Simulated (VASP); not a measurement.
# TiO2 (I4_1/amd) in VASP: a series of runs, part 2 of 2

VASP 6.6.1. Earlier steps stand in the parts before.

### 3 Single point, PBE (strain -0.015 along x and y, -0.030 along z)

The input, INCAR:

```
SYSTEM = TiO2
PREC = Accurate
ENCUT = 520
EDIFF = 1E-6
ISMEAR = 0
SIGMA = 0.05
LREAL = .FALSE.
LASPH = .TRUE.
NELM = 60
ALGO = Normal
ISIF = 2
LWAVE = .FALSE.
LCHARG = .TRUE.
GGA = PE
LELF = .TRUE.
LVHAR = .TRUE.
NBANDS = 33
```

The input, KPOINTS:

```
regular mesh
0
G
  10 10 10
  0 0 0
```

The input, POSCAR:

```
TiO2
1.0
   -1.8711171002      1.8711171002      4.7029949528
    1.8711171002     -1.8711171002      4.7029949528
    1.8711171002      1.8711171002     -4.7029949528
Ti O
2 4
Direct
    0.0000000000      0.0000000000      0.0000000000
    0.7500000000      0.2500000000      0.5000000000
    0.2065067269      0.2065067269      0.0000000000
    0.9565067269      0.4565067269      0.5000000000
    0.5434932731      0.0434932731      0.5000000000
    0.7934932731      0.7934932731      0.0000000000
```

Potentials or basis: VASP PAW PBE potentials, release 64 (Ti_sv, O).

The run is started by

```bash
> cat potpaw_PBE.64/Ti_sv/POTCAR potpaw_PBE.64/O/POTCAR > POTCAR
> mpirun -np 1 vasp_std > vasp.out
```

It took 13 min on 1 thread of Intel Xeon 8259CL, shared host; peak memory 0.35 GiB.

The run converged. Its results:

- Free energy: -53.6532 eV
- Pressure: 15.3 GPa
- Largest force: 0.622 eV/Å
- Band gap on the k mesh: 2.24 eV (least direct gap 2.52 eV)

Forces in eV/Å, atoms in the order of the input:
```
Ti   0.000  0.000  0.000
Ti   0.000  0.000  0.000
O    0.000  0.000  0.622
O    0.000  0.000  0.622
O    0.000  0.000 -0.622
O    0.000  0.000 -0.622
```

Stress tensor (GPa, compression positive):
```
13.41  0.00  0.00
 0.00 13.41  0.00
 0.00  0.00 18.96
```

Levels at points of the mesh, in eV from the valence-band top:
| k point | band 20 | band 21 | band 22 | band 23 | band 24 | band 25 | band 26 | band 27 | band 28 | band 29 |
| --- | --- | --- | --- | --- | --- | --- | --- | --- | --- | --- |
| (0.00, 0.00, 0.00) | -0.73 | -0.66 | -0.66 | -0.45 | -0.45 | 2.24 | 3.04 | 4.31 | 4.31 | 4.32 |
| (0.50, 0.00, 0.00) | -2.01 | -2.00 | -0.96 | -0.70 | -0.59 | 3.42 | 3.79 | 3.81 | 3.88 | 4.56 |
| (0.50, 0.50, 0.00) | -2.69 | -2.03 | -2.03 | -0.04 | -0.04 | 3.54 | 3.54 | 4.05 | 4.05 | 5.16 |
| (0.50, 0.50, 0.50) | -1.32 | -1.19 | -1.19 | -0.04 | -0.04 | 2.62 | 2.62 | 4.03 | 4.03 | 4.61 |

Caveat: the cell differs from its parent crystal (strain -0.015 along x and y, -0.030 along z); the stress differs along the axes, from 13 to 19 GPa. A k mesh can miss the band edges.

### 4 Single point, PBE (strain +0.015 along x and y, +0.015 along z)

The input, INCAR:

```
ALGO = Normal
EDIFF = 1E-6
ENCUT = 520
GGA = PE
ISIF = 2
ISMEAR = 0
LASPH = True
LCHARG = False
LREAL = False
LWAVE = False
NBANDS = 33
NELM = 100
PREC = Accurate
SIGMA = 0.05
```

The input, KPOINTS:

```
k-points
0
Gamma
  10 10 10
```

Edit POSCAR of step 3 so:

```diff
@@ -2,5 +2,5 @@
 1.0
-   -1.8711171002      1.8711171002      4.7029949528
-    1.8711171002     -1.8711171002      4.7029949528
-    1.8711171002      1.8711171002     -4.7029949528
+   -1.9281054382      1.9281054382      4.9211751310
+    1.9281054382     -1.9281054382      4.9211751310
+    1.9281054382      1.9281054382     -4.9211751310
 Ti O
```

The run is started by

```bash
> cat potpaw_PBE.64/Ti_sv/POTCAR potpaw_PBE.64/O/POTCAR > POTCAR
> mpirun -np 1 vasp_std > vasp.out
```

It took 14 min on 1 thread of AMD EPYC 7R13, shared host; peak memory 0.38 GiB.

The run converged. Its results:

* Free energy: -53.7954 eV
* Pressure: -7.7 GPa
* Largest force: 0.206 eV/Å
* Band gap on the k mesh: 2.00 eV (least direct gap 2.30 eV)

Forces on the atoms (eV/Å):
```
Ti   0.000  0.000  0.000
Ti   0.000  0.000  0.000
O    0.000  0.000 -0.206
O    0.000  0.000 -0.206
O    0.000  0.000  0.206
O    0.000  0.000  0.206
```

Stress tensor (GPa, compression positive):
```
-7.64  0.00  0.00
 0.00 -7.64  0.00
 0.00  0.00 -7.97
```

Levels at points of the mesh, in eV from the valence-band top:
```tsv
k point	band 21	band 22	band 23	band 24	band 25	band 26	band 27	band 28
(0.00, 0.00, 0.00)	-0.82	-0.78	-0.38	-0.38	2.00	2.61	3.71	3.71
(0.50, 0.00, 0.00)	-1.77	-0.89	-0.81	-0.63	3.00	3.24	3.29	3.30
(0.50, 0.50, 0.00)	-1.90	-1.90	-0.04	-0.04	3.01	3.01	3.45	3.45
(0.50, 0.50, 0.50)	-1.23	-1.23	-0.11	-0.11	2.30	2.30	3.46	3.46
```

Caveat: the cell differs from its parent crystal (strain +0.015 along x and y, +0.015 along z); the cell stands under tension. A k mesh can miss the band edges.

### 5 Single point, PBE (strain +0.030 along x and y, +0.000 along z)

The input, INCAR:

```
SYSTEM = TiO2
PREC = Accurate
ENCUT = 520
EDIFF = 1E-6
ISMEAR = 0
SIGMA = 0.05
LREAL = .False.
LASPH = .True.
NELM = 100
ALGO = Normal
ISIF = 2
LWAVE = .False.
LCHARG = .False.
GGA = PE
NBANDS = 33
```

The input, KPOINTS:

```
Automatic mesh
0
Gamma
  10 10 10
  0 0 0
```

Edit POSCAR of step 4 so:

```diff
@@ -2,5 +2,5 @@
 1.0
-   -1.9281054382      1.9281054382      4.9211751310
-    1.9281054382     -1.9281054382      4.9211751310
-    1.9281054382      1.9281054382     -4.9211751310
+   -1.9565996073      1.9565996073      4.8484484049
+    1.9565996073     -1.9565996073      4.8484484049
+    1.9565996073      1.9565996073     -4.8484484049
 Ti O
```

Potentials or basis: VASP PAW PBE potentials, release 64 (Ti_sv, O).

The run is started by

```bash
> cat potpaw_PBE.64/Ti_sv/POTCAR potpaw_PBE.64/O/POTCAR > POTCAR
> mpirun -np 1 vasp_std > vasp.out
```

OUTCAR:

```text
SYSTEM = TiO2
   PREC = Accurate
   ENCUT = 520
   EDIFF = 1E-6
   ISMEAR = 0
   LREAL = .False.
   LASPH = .True.
   NELM = 100
   ISIF = 2
   GGA = PE

 ion  position               nearest neighbor table
   1  0.000  0.000  0.000-   5 2.00   4 2.00   5 2.00   4 2.00   3 2.00   6 2.00
   2  0.750  0.250  0.500-   6 2.00   3 2.00   6 2.00   3 2.00   4 2.00   5 2.00
   3  0.207  0.207  0.000-   2 2.00   2 2.00   1 2.00
   4  0.957  0.457  0.500-   1 2.00   1 2.00   2 2.00
   5  0.543  0.043  0.500-   1 2.00   1 2.00   2 2.00
   6  0.793  0.793  0.000-   2 2.00   2 2.00   1 2.00

[... 1073 lines left out ...]
  -------------------------------------------------------------------------------------
  Total       -5.2124599     -5.2124599     -3.1263543      0.0000000     -0.0000000      0.0000000
  in kB     -112.4829282   -112.4829282    -67.4655521      0.0000000     -0.0000000      0.0000000
  external PRESSURE =     -97.4771362 kB  Pullay stress =       0.0000000 kB

 VOLUME and BASIS-vectors are now :
 -----------------------------------------------------------------------------
  energy-cutoff  :      520.00
  volume of cell :       74.24
      direct lattice vectors                 reciprocal lattice vectors
    -1.956599607  1.956599607  4.848448405     0.000000000  0.255545385  0.103125775
     1.956599607 -1.956599607  4.848448405     0.255545385  0.000000000  0.103125775
     1.956599607  1.956599607 -4.848448405     0.255545385  0.255545385  0.000000000

 POSITION                                       TOTAL-FORCE (eV/Angst)
 -----------------------------------------------------------------------------------
      0.00000      0.00000      0.00000        -0.000000     -0.000000      0.000000
      0.00000      1.95660      2.42422        -0.000000     -0.000000      0.000000
      0.00000      0.00000      2.00247        -0.000000     -0.000000     -0.018769
     -0.00000      1.95660      4.42670        -0.000000     -0.000000     -0.018769
      0.00000      1.95660      0.42175         0.000000      0.000000      0.018769
      0.00000      0.00000      7.69442         0.000000      0.000000      0.018769
 -----------------------------------------------------------------------------------
    total drift:                               -0.000000      0.000000      0.000000

  FREE ENERGIE OF THE ION-ELECTRON SYSTEM (eV)
  ---------------------------------------------------
  free  energy   TOTEN  =       -53.7192769582 eV

  energy  without entropy=      -53.7192769582  energy(sigma->0) =      -53.71927696
```

Wall time 12 min (1 thread of AMD EPYC 7R13, shared host); peak memory 0.38 GiB.

Results:

```yaml
Free_energy: -53.7193 eV
Pressure: -9.7 GPa
Largest_force: 0.019 eV/Å
Band_gap_on_the_k_mesh: 1.96 eV (least direct gap 2.23 eV)
```

Forces on the atoms (eV/Å):
```
Ti   0.000  0.000  0.000
Ti   0.000  0.000  0.000
O    0.000  0.000 -0.019
O    0.000  0.000 -0.019
O    0.000  0.000  0.019
O    0.000  0.000  0.019
```

Caveat: the cell differs from its parent crystal (strain +0.030 along x and y, +0.000 along z); the cell stands under tension. A k mesh can miss the band edges.

### 6 Summary

| cell | gap on the mesh (eV) | pressure (GPa) | largest force (eV/Å) |
| --- | --- | --- | --- |
| a = 5.504 Å, angles 140.9, 140.9, 56.5°, 6 atoms | 2.29 | 15.2 | 0.09 |
| a = 5.396 Å, angles 139.4, 139.4, 58.7°, 6 atoms | 2.24 | 15.3 | 0.62 |
| a = 5.626 Å, angles 139.9, 139.9, 58.0°, 6 atoms | 2.00 | -7.7 | 0.21 |
| a = 5.582 Å, angles 139.0, 139.0, 59.4°, 6 atoms | 1.96 | -9.7 | 0.02 |

Alike in all rows: task single point; level PBE; potentials or basis VASP PAW PBE potentials, release 64 (Ti_sv, O); no spin polarisation; k mesh 10 × 10 × 10; cutoff (eV) 520; smearing gaussian 0.05 eV.

Caveats: the cell stands under tension (at least some runs); the stress differs along the axes, from 10 to 18 GPa (at least some runs); the stress differs along the axes, from 13 to 19 GPa (at least some runs).

Total energies depend on the potentials used, so only differences within one code and one set of settings carry meaning.
